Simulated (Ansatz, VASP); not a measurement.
AsSe4: VASP beside Ansatz

INCAR

```
  PREC = Accurate
  ENCUT = 520
  EDIFF = 1E-7
  ISMEAR = 0
  SIGMA = 0.1
  LREAL = False
  LASPH = True
  NELM = 60
  ALGO = Normal
  ISIF = 2
  LWAVE = False
  LCHARG = False
  GGA = PE
  NBANDS = 22
```

KPOINTS

```
Automatic mesh
0
Gamma
  4 4 4
```

File POSCAR:

```
AsSe4
1.0
    5.3065521300      0.0000000000      0.0000000000
    0.0000000000      5.3065521300      0.0000000000
    0.0000000000      0.0000000000      5.3065521300
As Se
1 4
Direct
    0.0000000000      0.0000000000      0.0000000000
    0.2500000000      0.2500000000      0.2500000000
    0.7500000000      0.7500000000      0.2500000000
    0.2500000000      0.7500000000      0.7500000000
    0.7500000000      0.2500000000      0.7500000000
```

Input for Ansatz:

```yaml
crystal:
  lattice:
    - [5.30655213, 0.0, 0.0]
    - [0.0, 5.30655213, 0.0]
    - [0.0, 0.0, 5.30655213]
  atoms:
    - { symbol: As, position: [0.0, 0.0, 0.0] }
    - { symbol: Se, position: [0.25, 0.25, 0.25] }
    - { symbol: Se, position: [0.75, 0.75, 0.25] }
    - { symbol: Se, position: [0.25, 0.75, 0.75] }
    - { symbol: Se, position: [0.75, 0.25, 0.75] }
basis:
  ecutwfc: 420
kpoints:
  mp_grid: { grid: [4, 4, 4] }
hamiltonian:
  xc: pbe
scf:
  occupations: { method: gaussian, width: 0.1 }
  lower_state_search: "off"
output:
  forces: true
  stress: true
  eigenvalues: true
```

Change from the starting cell: species swapped into the SnI4 type (P-43m, No. 215).

Alike in both runs: task single point; functional PBE; k mesh 4 × 4 × 4; occupations gaussian, width 0.1 eV; no spin polarisation.

|  | VASP | Ansatz |
| --- | --- | --- |
| version | VASP 6.6.1 | Ansatz 0.2.0 |
| potentials or method | VASP PAW PBE potentials, release 64 (As, Se), cutoff 520 eV | scalar-relativistic, plane waves, PAW |
| valence electrons in the cell | 29 | 79 |

|  | VASP | Ansatz | Ansatz less VASP |
| --- | --- | --- | --- |
| gap on the k mesh at the Fermi level (eV) | none | none | - |
| pressure (GPa) | 0.0 | -0.1 | -0.16 |

A gap of «none» marks a metal or a gap that the smearing closes. With one functional, cell and mesh, what is left measures potentials, basis and numerics. VASP's potentials hold 29 valence electrons a cell and Ansatz's 79, so a difference there can come from the potentials and not from the codes.
